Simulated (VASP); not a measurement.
Set up this calculation in VASP 6.6.1, as the native input.

```yaml
Task: single point
Functional: PBE
Potentials_or_basis: VASP PAW PBE potentials, release 64 (Be, S, Au)
Cutoff: 520 eV
k_mesh: 10 × 10 × 6
Occupations: gaussian, width 0.1 eV
Spin: no spin polarisation
Dipole_correction: no
Further_INCAR_settings: ALGO = Normal; EDIFF = 1e-06; NBANDS = 26
```

The structure of BeAu2S2 lies in POSCAR:

```
BeAu2S2
1.0
    4.2203761847      0.0000000000      0.0000000000
    0.0000000000      4.2203761847      0.0000000000
    0.0000000000      0.0000000000      7.0694334351
Be S Au
1 2 2
Direct
    0.0000000000      0.0000000000      0.5000000000
    0.0000000000      0.0000000000      0.7677324835
    0.0000000000      0.0000000000      0.2322675165
    0.5000000000      0.0000000000      0.0000000000
    0.0000000000      0.5000000000      0.0000000000
```

The cell was built from a structure type or drawn by symmetry, and may not be a known phase.

These files were run (other wordings do the same):

INCAR

```
SYSTEM = BeAu2S2
PREC     = Accurate       ! precision mode
ENCUT    = 520            ! plane-wave cutoff, eV
EDIFF    = 1E-6           ! SCF threshold, eV
ISMEAR   = 0              ! smearing method
SIGMA    = 0.1            ! smearing width, eV
LREAL    = .False.        ! projectors in reciprocal space
LASPH    = .True.         ! aspherical terms in the spheres
NELM     = 80             ! most SCF steps
ALGO     = Normal         ! electronic algorithm
ISIF     = 2              ! what is computed and relaxed
LWAVE    = .False.        ! write WAVECAR
LCHARG   = .False.        ! write CHGCAR
GGA      = PE             ! functional
NBANDS   = 26             ! bands
```

KPOINTS

```
regular mesh
0
Gamma
  10 10 6
  0 0 0
```

Potentials or basis: VASP PAW PBE potentials, release 64 (Be, S, Au).

The run is started by

```bash
$ cat potpaw_PBE.64/Be/POTCAR potpaw_PBE.64/S/POTCAR potpaw_PBE.64/Au/POTCAR > POTCAR
$ mpirun -np 1 vasp_std > vasp.out
```

It gave:

- Pressure: -0.1 GPa
- Band gap on the k mesh: zero (bands 18 and 19 overlap by 0.05 eV)

Caveat: spin-orbit coupling is left out, which moves the levels of the heavy elements.

Wall time 77 s on 1 thread of Intel(R) Xeon(R) 6975P-C (Granite Rapids) (shared host), peak memory 0.39 GiB.
